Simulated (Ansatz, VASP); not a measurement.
## Mn: VASP beside Ansatz

```
CELL_PARAMETERS angstrom
1.97374 1.13954 0.77189
-1.97374 1.13954 0.77189
0.00000 -2.27908 0.77189
ATOMIC_POSITIONS crystal
Mn 0.50000 0.50000 0.50000
```

Alike in both runs: task relaxation of cell and atoms; functional PBEsol; k mesh 9 × 9 × 9; occupations gaussian, width 0.1 eV; no spin polarisation.

|  | VASP | Ansatz |
| --- | --- | --- |
| version | VASP 6.6.1 | Ansatz 0.2.0 |
| potentials or method | VASP PAW PBE potentials, release 64 (Mn_pv), cutoff 500 eV | scalar-relativistic, plane waves, PAW |
| valence electrons in the cell | 13 | 15 |

```csv
,VASP,Ansatz,Ansatz less VASP
"gap on the k mesh at the Fermi level, each at its own relaxed structure (eV)",none,none,-
relaxed volume (Å³/atom),10.37,10.37,0.000
relaxed cell length with the largest relative difference (Å),2.379,2.379,-0.0002
```

VASP's potentials were made for PBE, not for PBEsol. A gap of «none» marks a metal or a gap that the smearing closes. VASP's potentials hold 13 valence electrons a cell and Ansatz's 15, so a difference there can come from the potentials and not from the codes.

The k mesh is coarse, so the values compare programs but aren't converged.
